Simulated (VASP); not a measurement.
# Pd4Pt (P-3m1) in VASP: relaxation of cell and atoms with PBE

Aim: the relaxation of cell and atoms of Pd4Pt with PBE.

All numbers are computed with VASP 6.6.1; they aren't measurements. Logs are shortened: lines on timing, memory, paths and dates and some standing lists are left out, and cuts for length are marked.

## (1) The cell of the first run

It takes space group P-3m1 (No. 164, trigonal). The conventional cell has a = 2.755 Å, b = 2.755 Å, c = 11.889 Å, α = 90.00°, β = 90.00°, γ = 120.00°. Pd (site symmetry 3m) has 10 Pd at 2.59 to 2.82 Å within 3.4 Å. Within 3.6 Å of Pd (site symmetry 3m) lie 9 Pd at 2.75 to 2.82 Å and 3 Pt at 2.82 Å. Within 3.6 Å of Pt (site symmetry -3m) lie 6 Pt at 2.75 Å and 6 Pd at 2.82 Å.

The cell was generated, and may not be a known phase.

## (2) Relaxation of cell and atoms, PBE

Contents of INCAR:

```
PREC = Accurate
ENCUT = 600
EDIFF = 1E-6
ISMEAR = 0
SIGMA = 0.1
LREAL = F
LASPH = T
NELM = 60
ALGO = Fast
ISIF = 3
LWAVE = F
LCHARG = F
GGA = PE
IBRION = 2
NSW = 100
EDIFFG = -0.01
```

Contents of KPOINTS:

```
regular mesh
0
Gamma
  12 12 4
```

Contents of POSCAR:

```
Pd4Pt
1.0
    2.7547993022      0.0000000000      0.0000000000
   -1.3773996511      2.3857261780      0.0000000000
    0.0000000000      0.0000000000     11.8892435478
Pd Pt
4 1
Direct
    0.0000000000      0.0000000000      0.1087559870
    0.0000000000      0.0000000000      0.8912440130
    0.3333333333      0.6666666667      0.6955540426
    0.6666666667      0.3333333333      0.3044459574
    0.0000000000      0.0000000000      0.5000000000
```

Potentials or basis: VASP PAW PBE potentials, release 64 (Pd, Pt).

On the command line:

```console
cat potpaw_PBE.64/Pd/POTCAR potpaw_PBE.64/Pt/POTCAR > POTCAR
mpirun -np 1 vasp_std > vasp.out
```

OUTCAR:

```text
PREC = Accurate
   ENCUT = 600
   EDIFF = 1E-6
   ISMEAR = 0
   LREAL = F
   LASPH = T
   NELM = 60
   ISIF = 3
   GGA = PE
   IBRION = 2
   NSW = 100
   EDIFFG = -0.01

 ion  position               nearest neighbor table
   1  0.000  0.000  0.109-   2 2.59   4 2.82   4 2.82   4 2.82
   2  0.000  0.000  0.891-   1 2.59   3 2.82   3 2.82   3 2.82
   3  0.333  0.667  0.696-   5 2.82   5 2.82   5 2.82   2 2.82   2 2.82   2 2.82
   4  0.667  0.333  0.304-   5 2.82   5 2.82   5 2.82   1 2.82   1 2.82   1 2.82
   5  0.000  0.000  0.500-   3 2.82   4 2.82   3 2.82   4 2.82   4 2.82   3 2.82

  LATTYP: Found a hexagonal cell.
 ALAT       =     2.7547993022
 C/A-ratio  =     4.3158293014

  Lattice vectors:

 A1 = (   2.7547993022,   0.0000000000,   0.0000000000)
 A2 = (  -1.3773996511,   2.3857261780,   0.0000000000)
 A3 = (   0.0000000000,   0.0000000000,  11.8892435478)

Analysis of symmetry for initial positions (statically):
=====================================================================
 Subroutine PRICEL returns:
 Original cell was already a primitive cell.

 Routine SETGRP: Setting up the symmetry group for a
 hexagonal supercell.

 Subroutine GETGRP returns: Found 12 space group operations
 (whereof 12 operations were pure point group operations)
 out of a pool of 24 trial point group operations.

The static configuration has the point symmetry D_3d.

Analysis of symmetry for dynamics (positions and initial velocities):
=====================================================================
 Subroutine PRICEL returns:
 Original cell was already a primitive cell.

 Routine SETGRP: Setting up the symmetry group for a
 hexagonal supercell.

 Subroutine GETGRP returns: Found 12 space group operations
 (whereof 12 operations were pure point group operations)
 out of a pool of 24 trial point group operations.

The dynamic configuration has the point symmetry D_3d.

 Subroutine INISYM returns: Found 12 space group operations
 (whereof 12 operations are pure point group operations),
 and found     1 'primitive' translations

----------------------------------------------------------------------------------------

                                     Primitive cell

  volume of cell :      78.1384

  direct lattice vectors                    reciprocal lattice vectors
     2.754799302  0.000000000  0.000000000     0.363002851  0.209579794  0.000000000
    -1.377399651  2.385726178  0.000000000     0.000000000  0.419159587  0.000000000
[... 101 lines left out ...]
   PSTRESS=    0.0 pullay stress
   NELECT =      50.0000    total number of electrons
   NUPDOWN=      -1.0000    fix difference up-down
   EMIN   =  10.00;   EMAX   =-10.00  energy-range for DOS
   EFERMI =   0.00;   METHOD = LEGACY
   ISMEAR =     0;   SIGMA  =   0.10  broadening in eV -4-tet -1-fermi 0-gaus
   EFERMI_NEDOS =   21; number of points for ismear=-14 and -15
   IALGO  =     68    algorithm
   IMIX   =      4    mixing-type and parameters
     AMIX     =   0.40;   BMIX     =  1.00
     AMIX_MAG =   1.60;   BMIX_MAG =  1.00
  volume/ion in A,a.u.               =      15.63       105.46
  Fermi-wavevector in a.u.,A,eV,Ry     =   1.410728  2.665889 27.077676  1.990153
  Thomas-Fermi vector in A             =   2.532652
   LORBIT       =      0    0 simple, 1 ext, 2 COOP (PROOUT), +10 PAW based schemes
   GGA     = PE    functional components
   LHFCALC =     F    Hartree Fock is set to
   AEXX    =    0.0000 exact exchange contribution
   IVDW    =     0    specifies the selected vdW correction
   LEPSILON=     F    determine dielectric tensor
   LRPA    =     F    only Hartree local field effects (RPA)
 conjugate gradient relaxation of ions
 non-spin polarized calculation
 RMM-DIIS sequential band-by-band and
 Gauss-broadening in eV      SIGMA  =   0.10
  energy-cutoff  :      600.00
  volume of cell :       78.14
 maximum number of plane-waves:      2688
 NGX is ok and might be reduce to    24
   NGX = 11   NGY = 11   NGZ = 47

--------------------------------------- Ionic step        1  -------------------------------------------

 number of electron      50.0000001 magnetization

 Free energy of the ion-electron system (eV)
  ---------------------------------------------------
  ext. energy  EPLUGINS =         0.00000000
  ---------------------------------------------------
  free energy    TOTEN  =       -26.71731283 eV

  energy without entropy =      -26.66838466  energy(sigma->0) =      -26.69284875

------------------------ aborting loop because EDIFF is reached ----------------------------------------

  FORCE on cell =-STRESS in cart. coord.  units (eV):
  Direction    XX          YY          ZZ          XY          YZ          ZX
  --------------------------------------------------------------------------------------
  -------------------------------------------------------------------------------------
  Total        0.1004929      0.1004929      0.2464551      0.0000000      0.0000000      0.0000000
  in kB        2.0605411      2.0605411      5.0533988      0.0000000      0.0000000      0.0000000
  external PRESSURE =       3.0581603 kB  Pullay stress =       0.0000000 kB
[... 260 lines left out ...]
--------------------------------------- Ionic step        8  -------------------------------------------

 number of electron      50.0000001 magnetization

 Free energy of the ion-electron system (eV)
  ---------------------------------------------------
  ext. energy  EPLUGINS =         0.00000000
  ---------------------------------------------------
  free energy    TOTEN  =       -26.71901148 eV

  energy without entropy =      -26.66991850  energy(sigma->0) =      -26.69446499

 E-fermi :   9.2127     XC(G=0): -12.8892

 val. band max:        9.2116663034   @ k =   0.2500   0.1667   0.0000
 cond. band min:       9.2134940991   @ k =   0.3333   0.2500   0.0000
 fundamental gap:      0.0018277957
 Fermi energy:         9.2127087372

 k-point     1 :       0.0000    0.0000    0.0000
  band No.  band energies     occupation
      1       0.8925      2.00000
      2       2.9471      2.00000
      3       3.3365      2.00000
      4       3.7976      2.00000
      5       4.4234      2.00000
      6       5.3719      2.00000
[... 781 lines left out ...]
     29       9.9828      0.00000
     30      11.8653      0.00000

 [... further k-points ...]

------------------------ aborting loop because EDIFF is reached ----------------------------------------

  FORCE on cell =-STRESS in cart. coord.  units (eV):
  Direction    XX          YY          ZZ          XY          YZ          ZX
  --------------------------------------------------------------------------------------
  -------------------------------------------------------------------------------------
  Total       -0.0022879     -0.0022879      0.0149793      0.0000000      0.0000000      0.0000000
  in kB       -0.0468494     -0.0468494      0.3067328      0.0000000      0.0000000      0.0000000
  external PRESSURE =       0.0710114 kB  Pullay stress =       0.0000000 kB
[... 20 lines left out ...]
  FREE ENERGIE OF THE ION-ELECTRON SYSTEM (eV)
  ---------------------------------------------------
  free  energy   TOTEN  =       -26.7190114837 eV

  energy  without entropy=      -26.6699185037  energy(sigma->0) =      -26.69446499

 reached required accuracy - stopping structural energy minimisation
```

OSZICAR:

```text
N       E                     dE             d eps       ncg     rms          rms(c)
DAV:   1     0.355343407168E+03    0.35534E+03   -0.28216E+04  4140   0.184E+03
DAV:   2    -0.177288370875E+02   -0.37307E+03   -0.35548E+03  4564   0.380E+02
DAV:   3    -0.285222875081E+02   -0.10793E+02   -0.10334E+02  4572   0.653E+01
[... 77 lines left out ...]
RMM:   2    -0.267190506673E+02    0.18104E-05   -0.14611E-04  4140   0.850E-02    0.661E-02
RMM:   3    -0.267190292157E+02    0.21452E-04   -0.39476E-05  4139   0.384E-02    0.395E-02
RMM:   4    -0.267190239000E+02    0.53157E-05   -0.28895E-05  4145   0.311E-02    0.349E-02
RMM:   5    -0.267190118310E+02    0.12069E-04   -0.10735E-05  4093   0.203E-02    0.494E-03
RMM:   6    -0.267190114837E+02    0.34729E-06   -0.17144E-06  2310   0.682E-03
   8 F= -.26719011E+02 E0= -.26694465E+02  d E =-.194952E-04
```

CONTCAR:

```text
Pd4Pt
   1.00000000000000
     2.7550761219405064   -0.0000000000000000   -0.0000000000000000
    -1.3775380609702532    2.3859659109275384    0.0000000000000000
     0.0000000000000000   -0.0000000000000000   11.9026556341209471
  Pd              Pt
     4     1
Direct
     0.0000000000000000    0.0000000000000000    0.1089059961973001
     0.0000000000000000    0.0000000000000000    0.8910940038027000
     0.3333333332999970    0.6666666667000030    0.6965553063710629
     0.6666666667000030    0.3333333332999970    0.3034446936289371
     0.0000000000000000    1.0000000000000000    0.5000000000000000

  0.00000000E+00  0.00000000E+00  0.00000000E+00
  0.00000000E+00  0.00000000E+00  0.00000000E+00
  0.00000000E+00  0.00000000E+00  0.00000000E+00
  0.00000000E+00  0.00000000E+00  0.00000000E+00
  0.00000000E+00  0.00000000E+00  0.00000000E+00
```

Run time: 20 min. Hardware: 1 thread of AMD EPYC 9R14 (Zen 4), shared host; peak memory 0.33 GiB.

Results:

* Free energy: -26.7190 eV
* Relaxed volume: 15.65 Å³/atom
* Relaxed cell: a = 2.755 Å, b = 2.755 Å, c = 11.903 Å, α = 90.00°, β = 90.00°, γ = 120.00°
* Space group after relaxing (to 0.1 Å): P-3m1 (No. 164)
* Energy gained by relaxing: 0.3 meV/atom
* Ionic steps: 8
* Pressure after relaxing: 0.0 GPa

Forces on the atoms (eV/Å):
```
Pd   0.000  0.000 -0.002
Pd   0.000  0.000  0.002
Pd   0.000  0.000  0.000
Pd   0.000  0.000  0.000
Pt   0.000  0.000  0.000
```

The path:
```csv
step,energy change (eV),largest force (eV/Å),pressure (GPa),volume (Å³)
1,0.0000,0.1195,0.31,78.14
2,-0.0011,0.0440,-0.48,78.48
3,-0.0011,0.0576,-0.34,78.42
4,-0.0015,0.0417,0.14,78.19
5,-0.0015,0.0274,0.03,78.24
6,-0.0016,0.0196,0.02,78.25
7,-0.0017,0.0109,-0.01,78.25
8,-0.0017,0.0025,0.01,78.24
```

Final structure:
```xyz
5
Lattice="2.7551 0.0000 0.0000 -1.3775 2.3860 0.0000 0.0000 0.0000 11.9027" Properties=species:S:1:pos:R:3 pbc="T T T"
Pd    0.0000    0.0000    1.2963
Pd    0.0000    0.0000   10.6064
Pd    0.0000    1.5906    8.2909
Pd    1.3775    0.7953    3.6118
Pt   -1.3775    2.3860    5.9513
```

Caveat: the highest band is partly filled, so the run has too few bands; spin-orbit coupling is left out, which moves the levels of the heavy elements.
